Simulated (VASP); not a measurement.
# B (P6_3/mmc) in VASP: notebook, part 2 of 2

VASP 6.6.1. Earlier steps stand in the parts before.

## 4. Single point, PBEsol (volume scaled by 0.92)

Input file INCAR:

```
PREC = Accurate ; ENCUT = 520
EDIFF = 1E-6 ; ISMEAR = -1
SIGMA = 0.1 ; LREAL = False
LASPH = True ; NELM = 60
ALGO = Normal ; ISIF = 2
LWAVE = False ; LCHARG = True
GGA = PS ; LELF = True
LVHAR = True ; NBANDS = 14
```

Input file KPOINTS:

```
regular mesh
0
Gamma
  23 23 3
```

Input file POSCAR:

```
B
1.0
    1.6629649120      0.0000000000      0.0000000000
   -0.8314824560      1.4401698594      0.0000000000
    0.0000000000      0.0000000000     13.9440549553
B
4
Direct
    0.0000000000      0.0000000000      0.0000000000
    0.0000000000      0.0000000000      0.5000000000
    0.3333333333      0.6666666667      0.2500000000
    0.6666666667      0.3333333333      0.7500000000
```

Potentials or basis: VASP PAW PBE potentials, release 64 (B).

Launch:

```sh
$ cat potpaw_PBE.64/B/POTCAR > POTCAR
$ mpirun -np 1 vasp_std > vasp.out
```

OUTCAR:

```text
PREC = Accurate
   ENCUT = 520
   EDIFF = 1E-6
   ISMEAR = -1
   LREAL = False
   LASPH = True
   NELM = 60
   ISIF = 2
   GGA = PS

 ion  position               nearest neighbor table
   1  0.000  0.000  0.000-
   2  0.000  0.000  0.500-
   3  0.333  0.667  0.250-
   4  0.667  0.333  0.750-

  LATTYP: Found a hexagonal cell.
 ALAT       =     1.6629649120
 C/A-ratio  =     8.3850566267

  Lattice vectors:

 A1 = (   1.6629649120,   0.0000000000,   0.0000000000)
 A2 = (  -0.8314824560,   1.4401698594,   0.0000000000)
 A3 = (   0.0000000000,   0.0000000000,  13.9440549553)

Analysis of symmetry for initial positions (statically):
=====================================================================
 Subroutine PRICEL returns:
 Original cell was already a primitive cell.

 Routine SETGRP: Setting up the symmetry group for a
 hexagonal supercell.

 Subroutine GETGRP returns: Found 24 space group operations
 (whereof 12 operations were pure point group operations)
 out of a pool of 24 trial point group operations.

The static configuration has the point symmetry D_3d.
 The point group associated with its full space group is D_6h.

Analysis of symmetry for dynamics (positions and initial velocities):
=====================================================================
 Subroutine PRICEL returns:
 Original cell was already a primitive cell.

 Routine SETGRP: Setting up the symmetry group for a
 hexagonal supercell.

 Subroutine GETGRP returns: Found 24 space group operations
 (whereof 12 operations were pure point group operations)
 out of a pool of 24 trial point group operations.

The dynamic configuration has the point symmetry D_3d.
 The point group associated with its full space group is D_6h.

 Subroutine INISYM returns: Found 24 space group operations
 (whereof 12 operations are pure point group operations),
 and found     1 'primitive' translations
[... 122 lines left out ...]
  Thomas-Fermi vector in A             =   2.300420
   LORBIT       =      0    0 simple, 1 ext, 2 COOP (PROOUT), +10 PAW based schemes
   GGA     = PS    functional components
   LHFCALC =     F    Hartree Fock is set to
   AEXX    =    0.0000 exact exchange contribution
   IVDW    =     0    specifies the selected vdW correction
   LEPSILON=     F    determine dielectric tensor
   LRPA    =     F    only Hartree local field effects (RPA)
 non-spin polarized calculation
  energy-cutoff  :      520.00
  volume of cell :       33.40
 maximum number of plane-waves:       935
   NGX =  7   NGY =  7   NGZ = 51

 number of electron      12.0000000 magnetization

 Free energy of the ion-electron system (eV)
  ---------------------------------------------------
  ext. energy  EPLUGINS =         0.00000000
  ---------------------------------------------------
  free energy    TOTEN  =       -25.11031891 eV

  energy without entropy =      -25.09096080  energy(sigma->0) =      -25.10063986

 E-fermi :   6.1181     XC(G=0): -10.6390

 val. band max:        6.1155006002   @ k =   0.3478   0.0435   0.0000
 cond. band min:       6.2113185338   @ k =   0.3043   0.0435   0.0000
 fundamental gap:      0.0958179335
 Fermi energy:         6.1181021269

 k-point     1 :       0.0000    0.0000    0.0000
  band No.  band energies     occupation
      1     -11.8047      2.00000
      2     -11.6014      2.00000
      3     -11.6014      2.00000
      4     -11.3730      2.00000
      5      -3.3834      2.00000
      6      -2.3572      2.00000
      7      -2.3572      2.00000
      8      -1.0737      2.00000
      9       8.1807      0.00000
     10      11.1048      0.00000
     11      11.1048      0.00000
     12      15.5981      0.00000
     13      20.8895      0.00000
     14      27.1509      0.00000
[... 377 lines left out ...]
      1     -10.7300      2.00000
      2     -10.5456      2.00000
      3     -10.5455      2.00000
      4     -10.3412      2.00000
      5      -1.7901      2.00000
      6      -0.7844      2.00000
      7      -0.7843      2.00000
      8       0.4916      2.00000
      9       9.4912      0.00000
     10      12.4243      0.00000
     11      12.4243      0.00000
     12      17.1161      0.00000
     13      21.1794      0.00000
     14      26.5069      0.00000

 [... further k-points ...]
[... 5 lines left out ...]
  --------------------------------------------------------------------------------------
  -------------------------------------------------------------------------------------
  Total        5.4235537      5.4235537      0.0288465      0.0000000     -0.0000000     -0.0000000
  in kB      260.2008072    260.2008072      1.3839420      0.0000000     -0.0000000     -0.0000000
  external PRESSURE =     173.9285188 kB  Pullay stress =       0.0000000 kB

 VOLUME and BASIS-vectors are now :
 -----------------------------------------------------------------------------
  energy-cutoff  :      520.00
  volume of cell :       33.40
      direct lattice vectors                 reciprocal lattice vectors
     1.662964912  0.000000000  0.000000000     0.601335598  0.347181269  0.000000000
    -0.831482456  1.440169859  0.000000000     0.000000000  0.694362539  0.000000000
     0.000000000  0.000000000 13.944054955     0.000000000  0.000000000  0.071715151

 POSITION                                       TOTAL-FORCE (eV/Angst)
 -----------------------------------------------------------------------------------
      0.00000      0.00000      0.00000         0.000000      0.000000      0.000000
      0.00000      0.00000      6.97203        -0.000000      0.000000      0.000000
     -0.00000      0.96011      3.48601        -0.000000      0.000000     -0.000000
      0.83148      0.48006     10.45804         0.000000     -0.000000      0.000000
 -----------------------------------------------------------------------------------
    total drift:                                0.000000     -0.000000      0.000000

  FREE ENERGIE OF THE ION-ELECTRON SYSTEM (eV)
  ---------------------------------------------------
  free  energy   TOTEN  =       -25.1103189129 eV

  energy  without entropy=      -25.0909608036  energy(sigma->0) =      -25.10063986
```

OSZICAR:

```text
N       E                     dE             d eps       ncg     rms          rms(c)
DAV:   1     0.199274838715E+02    0.19927E+02   -0.60730E+03  3144   0.785E+02
DAV:   2    -0.258915921895E+02   -0.45819E+02   -0.42566E+02  4180   0.161E+02
DAV:   3    -0.272428402441E+02   -0.13512E+01   -0.13132E+01  4160   0.219E+01
DAV:   4    -0.272489400359E+02   -0.60998E-02   -0.60938E-02  3894   0.165E+00
DAV:   5    -0.272489971023E+02   -0.57066E-04   -0.57054E-04  4180   0.130E-01    0.714E+00
DAV:   6    -0.255695092453E+02    0.16795E+01   -0.84209E-01  3784   0.546E+00    0.386E+00
DAV:   7    -0.251055624150E+02    0.46395E+00   -0.80153E-01  3796   0.541E+00    0.785E-01
DAV:   8    -0.251106765758E+02   -0.51142E-02   -0.42421E-02  3776   0.116E+00    0.145E-01
DAV:   9    -0.251102601114E+02    0.41646E-03   -0.86045E-04  3886   0.191E-01    0.495E-02
DAV:  10    -0.251103181669E+02   -0.58056E-04   -0.65851E-05  3858   0.581E-02    0.625E-03
DAV:  11    -0.251103189129E+02   -0.74599E-06   -0.56788E-06  3802   0.147E-02
   1 F= -.25110319E+02 E0= -.25100640E+02  d E =-.193581E-01
```

stdout:

```text
POSCAR found type information on POSCAR B
 POSCAR found :  1 types and       4 ions
 scaLAPACK will be used
 -----------------------------------------------------------------------------
|                                                                             |
|                                                                             |
|     You enforced a specific xc type in the INCAR file but a different       |
|     I HOPE YOU KNOW WHAT YOU ARE DOING!                                     |
|                                                                             |
 -----------------------------------------------------------------------------

 LDA part: xc-table for (Slater+PW92), standard interpolation
 POSCAR, INCAR and KPOINTS ok, starting setup
 FFT: planning ... GRIDC
 FFT: planning ... GRID_SOFT
 FFT: planning ... GRID
 WAVECAR not read
 entering main loop
```

Wall time 22 s (1 thread of AMD EPYC 7R13 (Zen 3), shared host); peak memory 0.13 GiB.

Results:

```yaml
Free_energy: -25.1103 eV
Pressure: 17.4 GPa
Band_gap_on_the_k_mesh: zero (band 6 reaches 9.33 eV, above the bottom of band 7 at -2.36 eV)
```

Levels at points of the mesh, in eV from the Fermi level:
```tsv
k point	band 4	band 5	band 6	band 7	band 8	band 9	band 10	band 11
(0.00, 0.00, 0.00)	-17.49	-9.50	-8.48	-8.48	-7.19	2.06	4.99	4.99
```

Caveat: the PAW data sets were made with another functional, which shifts forces and pressure a little; this functional lacks dispersion, which binds the layers, so the pressure and a relaxed spacing across them are unreliable.

## 5. Single point, PBEsol (volume scaled by 0.96)

Input file INCAR:

```
ALGO     = Normal         # electronic algorithm
EDIFF    = 1E-6           # SCF threshold, eV
ENCUT    = 520            # plane-wave cutoff, eV
GGA      = PS             # functional
ISIF     = 2              # what is computed and relaxed
ISMEAR   = -1             # smearing method
LASPH    = T              # aspherical terms in the spheres
LCHARG   = F              # write CHGCAR
LREAL    = F              # projectors in reciprocal space
LWAVE    = F              # write WAVECAR
NBANDS   = 14             # bands
NELM     = 60             # most SCF steps
PREC     = Accurate       # precision mode
SIGMA    = 0.1            # smearing width, eV
```

Input file KPOINTS:

```
k-points
0
Gamma
  23 23 3
```

Input file POSCAR:

```
B
1.0
    1.6867247637      0.0000000000      0.0000000000
   -0.8433623819      1.4607464946      0.0000000000
    0.0000000000      0.0000000000     14.1432826571
B
4
Direct
    0.0000000000      0.0000000000      0.0000000000
    0.0000000000      0.0000000000      0.5000000000
    0.3333333333      0.6666666667      0.2500000000
    0.6666666667      0.3333333333      0.7500000000
```

Launch:

```sh
$ cat potpaw_PBE.64/B/POTCAR > POTCAR
$ mpirun -np 1 vasp_std > vasp.out
```

Run time: 29 s. Hardware: 1 thread of AMD EPYC 7R13 (Zen 3), shared host; peak memory 0.14 GiB.

The run converged. Its results:

* Free energy: -25.2227 eV
* Pressure: 7.4 GPa
* Band gap on the k mesh: zero (band 6 reaches 8.90 eV, above the bottom of band 7 at -2.42 eV)

Stress tensor (GPa, compression positive):
```
11.29  0.00  0.00
 0.00 11.29  0.00
 0.00  0.00 -0.26
```

Levels at points of the mesh, in eV from the Fermi level:
```tsv
k point	band 4	band 5	band 6	band 7	band 8	band 9	band 10	band 11
(0.00, 0.00, 0.00)	-17.21	-9.16	-8.18	-8.18	-6.96	2.12	4.94	4.94
```

Caveat: the PAW data sets were made with another functional, which shifts forces and pressure a little; this functional lacks dispersion, which binds the layers, so the pressure and a relaxed spacing across them are unreliable.

## 6. Single point, PBEsol

Input file INCAR:

```
ALGO = Normal
EDIFF = 1E-6
ENCUT = 520
GGA = PS
ISIF = 2
ISMEAR = -1
LASPH = True
LCHARG = False
LREAL = False
LWAVE = False
NBANDS = 14
NELM = 60
PREC = Accurate
SIGMA = 0.1
```

KPOINTS is that of step 5.

Input file POSCAR:

```
B
1.0
    1.7098334540      0.0000000000      0.0000000000
   -0.8549167270      1.4807592074      0.0000000000
    0.0000000000      0.0000000000     14.3370503335
B
4
Direct
    0.0000000000      0.0000000000      0.0000000000
    0.0000000000      0.0000000000      0.5000000000
    0.3333333333      0.6666666667      0.2500000000
    0.6666666667      0.3333333333      0.7500000000
```

Potentials or basis: VASP PAW PBE potentials, release 64 (B).

Launch:

```sh
$ cat potpaw_PBE.64/B/POTCAR > POTCAR
$ mpirun -np 1 vasp_std > vasp.out
```

OUTCAR:

```text
EDIFF = 1E-6
   ENCUT = 520
   GGA = PS
   ISIF = 2
   ISMEAR = -1
   LASPH = True
   LREAL = False
   NELM = 60
   PREC = Accurate

 ion  position               nearest neighbor table
   1  0.000  0.000  0.000-
   2  0.000  0.000  0.500-
   3  0.333  0.667  0.250-
   4  0.667  0.333  0.750-

  LATTYP: Found a hexagonal cell.
 ALAT       =     1.7098334540
 C/A-ratio  =     8.3850566264

  Lattice vectors:

[... 593 lines left out ...]
     10      11.5964      0.00000
     11      11.5964      0.00000
     12      15.9867      0.00000
     13      19.8031      0.00000
     14      24.5634      0.00000

 [... further k-points ...]
[... 5 lines left out ...]
  --------------------------------------------------------------------------------------
  -------------------------------------------------------------------------------------
  Total       -0.2367387     -0.2367387     -0.1297644     -0.0000000      0.0000000      0.0000000
  in kB      -10.4491675    -10.4491675     -5.7275373     -0.0000000      0.0000000      0.0000000
  external PRESSURE =      -8.8752908 kB  Pullay stress =       0.0000000 kB

 VOLUME and BASIS-vectors are now :
 -----------------------------------------------------------------------------
  energy-cutoff  :      520.00
  volume of cell :       36.30
      direct lattice vectors                 reciprocal lattice vectors
     1.709833454  0.000000000  0.000000000     0.584852284  0.337664623  0.000000000
    -0.854916727  1.480759207  0.000000000     0.000000000  0.675329247  0.000000000
     0.000000000  0.000000000 14.337050334     0.000000000  0.000000000  0.069749354

 POSITION                                       TOTAL-FORCE (eV/Angst)
 -----------------------------------------------------------------------------------
      0.00000      0.00000      0.00000         0.000000     -0.000000     -0.000000
      0.00000      0.00000      7.16853         0.000000     -0.000000     -0.000000
     -0.00000      0.98717      3.58426        -0.000000     -0.000000      0.000000
      0.85492      0.49359     10.75279        -0.000000      0.000000     -0.000000
 -----------------------------------------------------------------------------------
    total drift:                               -0.000000      0.000000      0.000000

  FREE ENERGIE OF THE ION-ELECTRON SYSTEM (eV)
  ---------------------------------------------------
  free  energy   TOTEN  =       -25.2522482034 eV

  energy  without entropy=      -25.2308637509  energy(sigma->0) =      -25.24155598
```

stdout:

```text
POSCAR found type information on POSCAR B
 POSCAR found :  1 types and       4 ions
 scaLAPACK will be used
 -----------------------------------------------------------------------------
|                                                                             |
|                                                                             |
|     You enforced a specific xc type in the INCAR file but a different       |
|     I HOPE YOU KNOW WHAT YOU ARE DOING!                                     |
|                                                                             |
 -----------------------------------------------------------------------------

 LDA part: xc-table for (Slater+PW92), standard interpolation
 POSCAR, INCAR and KPOINTS ok, starting setup
 FFT: planning ... GRIDC
 FFT: planning ... GRID_SOFT
 FFT: planning ... GRID
 WAVECAR not read
 entering main loop
```

It took 28 s on 1 thread of AMD EPYC 7R13 (Zen 3), shared host; peak memory 0.14 GiB.

Results:

```yaml
Free_energy: -25.2522 eV
Pressure: -0.9 GPa
Band_gap_on_the_k_mesh: zero (band 6 reaches 8.49 eV, above the bottom of band 7 at -2.47 eV)
```

Caveat: the PAW data sets were made with another functional, which shifts forces and pressure a little; this functional lacks dispersion, which binds the layers, so the pressure and a relaxed spacing across them are unreliable.

## 7. Summary

| cell | k mesh | gap on the mesh (eV) | pressure (GPa) |
| --- | --- | --- | --- |
| a = 1.710, b = 1.710, c = 14.337 Å, angles 90.0, 90.0, 120.0°, 4 atoms | 17 × 17 × 5 | none | 0.2 |
| a = 1.639, b = 1.639, c = 13.739 Å, angles 90.0, 90.0, 120.0°, 4 atoms | 23 × 23 × 3 | none | 29.2 |
| a = 1.663, b = 1.663, c = 13.944 Å, angles 90.0, 90.0, 120.0°, 4 atoms | 23 × 23 × 3 | none | 17.4 |
| a = 1.687, b = 1.687, c = 14.143 Å, angles 90.0, 90.0, 120.0°, 4 atoms | 23 × 23 × 3 | none | 7.4 |
| a = 1.710, b = 1.710, c = 14.337 Å, angles 90.0, 90.0, 120.0°, 4 atoms | 23 × 23 × 3 | none | -0.9 |

Alike in all rows: task single point; level PBEsol; potentials or basis VASP PAW PBE potentials, release 64 (B); no spin polarisation; cutoff (eV) 520; smearing fermi-dirac 0.1 eV.

Caveats: the PAW data sets were made with another functional, which shifts forces and pressure a little; this functional lacks dispersion, which binds the layers, so the pressure and a relaxed spacing across them are unreliable (some runs).

Absolute energies hang on the potentials; compare differences alone.
